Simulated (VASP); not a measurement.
Set up this calculation in VASP 6.6.1, as the native input.

```
Task                   : single point
Functional             : PBEsol
Potentials or basis    : VASP PAW PBE potentials, release 64 (Ir, Ag)
Cutoff                 : 520 eV
k mesh                 : 7 × 7 × 7
Occupations            : fermi-dirac, width 0.1 eV
Spin                   : no spin polarisation
Dipole correction      : no
Further INCAR settings : ALGO = Normal; EDIFF = 1e-06; NBANDS = 40
```

The structure of Ag2Ir lies in POSCAR:

```
Ag2Ir
1.0
    4.9031234000      0.0000000000      0.0000000000
    0.0000000000      4.9031234000      0.0000000000
    0.0000000000      0.0000000000      4.9031234000
Ir Ag
2 4
Direct
    0.0000000000      0.0000000000      0.0000000000
    0.5000000000      0.5000000000      0.5000000000
    0.2500000000      0.2500000000      0.2500000000
    0.7500000000      0.7500000000      0.2500000000
    0.2500000000      0.7500000000      0.7500000000
    0.7500000000      0.2500000000      0.7500000000
```

These files were run (other wordings do the same):

INCAR

```
SYSTEM = Ag2Ir
PREC     = Accurate       ! precision mode
ENCUT    = 520            ! plane-wave cutoff, eV
EDIFF    = 1E-6           ! SCF threshold, eV
ISMEAR   = -1             ! smearing method
SIGMA    = 0.1            ! smearing width, eV
LREAL    = .False.        ! projectors in reciprocal space
LASPH    = .True.         ! aspherical terms in the spheres
NELM     = 60             ! most SCF steps
ALGO     = Normal         ! electronic algorithm
ISIF     = 2              ! what is computed and relaxed
LWAVE    = .False.        ! write WAVECAR
LCHARG   = .False.        ! write CHGCAR
GGA      = PS             ! functional
NBANDS   = 40             ! bands
```

KPOINTS

```
Automatic mesh
0
Gamma
  7 7 7
  0 0 0
```

Potentials or basis: VASP PAW PBE potentials, release 64 (Ir, Ag).

The run is started by

```sh
$ cat potpaw_PBE.64/Ir/POTCAR potpaw_PBE.64/Ag/POTCAR > POTCAR
$ mpirun -np 1 vasp_std > vasp.out
```

Results of the run:

```
Pressure               : 63.5 GPa
Band gap on the k mesh : zero (bands 31 and 32 overlap by 1.34 eV)
```

Caveat: the cell stands under pressure; the PAW data sets were made with another functional, which shifts forces and pressure a little; spin-orbit coupling is left out, which moves the levels of the heavy elements.

Run time: 34 s on 1 thread of Intel(R) Xeon(R) 6975P-C (Granite Rapids), with other jobs on the host, peak memory 0.24 GiB.
